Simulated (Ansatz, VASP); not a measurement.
# SnO2: VASP beside Ansatz

INCAR

```
PREC = Accurate
ENCUT = 520
EDIFF = 1E-6
ISMEAR = 0
SIGMA = 0.05
LREAL = False
LASPH = True
NELM = 100
ALGO = Normal
ISIF = 2
LWAVE = False
LCHARG = True
GGA = CA
LELF = True
LVHAR = True
NBANDS = 35
```

Contents of KPOINTS:

```
Automatic mesh
0
Gamma
  6 6 8
```

POSCAR

```
SnO2
1.0
    4.8629096200      0.0000000000      0.0000000000
    0.0000000000      4.5825190920      0.0000000000
    0.0000000000      0.0000000000      3.1900194031
Sn O
2 4
Direct
    0.5000000000      0.5000000000      0.5000000000
    0.0000000000      0.0000000000      0.0000000000
    0.3055669669      0.3065721211      0.0000000000
    0.8055669669      0.1934278789      0.5000000000
    0.1944330331      0.8065721211      0.5000000000
    0.6944330331      0.6934278789      0.0000000000
```

Input for Ansatz:

```yaml
crystal:
  lattice:
    - [4.86290962, 0.0, 0.0]
    - [0.0, 4.582519092, 0.0]
    - [0.0, 0.0, 3.1900194031]
  atoms:
    - { symbol: Sn, position: [0.5, 0.5, 0.5] }
    - { symbol: Sn, position: [0.0, 0.0, 0.0] }
    - { symbol: O, position: [0.3055669669, 0.3065721211, 0.0] }
    - { symbol: O, position: [0.8055669669, 0.1934278789, 0.5] }
    - { symbol: O, position: [0.1944330331, 0.8065721211, 0.5] }
    - { symbol: O, position: [0.6944330331, 0.6934278789, 0.0] }
basis:
  ecutwfc: 420
kpoints:
  mp_grid: { grid: [6, 6, 8] }
hamiltonian:
  xc: lda
scf:
  occupations: { method: gaussian, width: 0.05 }
output:
  forces: true
  stress: true
  eigenvalues: true
```

Change from the starting cell: strain +0.0300 x Voigt [1, -1, 0, 0, 0, 0], atoms carried along.

Alike in both runs: task single point; functional LDA; k mesh 6 × 6 × 8; occupations gaussian, width 0.05 eV; no spin polarisation.

|  | VASP | Ansatz |
| --- | --- | --- |
| version | VASP 6.6.1 | Ansatz 0.2.0 |
| potentials or method | VASP PAW LDA potentials, release 64 (Sn_d, O), cutoff 520 eV | scalar-relativistic, plane waves, PAW |
| valence electrons in the cell | 52 | 52 |

VASP gave:

| Quantity | Value |
| --- | --- |
| gap on the k mesh at the Fermi level (eV) | 1.18 |
| least direct gap on the mesh (eV) | 1.18 |
| pressure (GPa) | 1.1 |
| traceless stress, the component that is largest in VASP (GPa) | -2.62 |
| rms of the force components (eV/Å) | 0.020 |

Q: Estimate Ansatz's values.

A: gap on the k mesh at the Fermi level (eV): 1.14; least direct gap on the mesh (eV): 1.14; pressure (GPa): 0.0; traceless stress, the component that is largest in VASP (GPa): -2.52; rms of the force components (eV/Å): 0.022.

LDA's correlation is that of Perdew and Zunger in VASP and of Perdew and Wang (1992) in Ansatz. Atom by atom the forces differ by 0.010 eV/Å (rms over components).
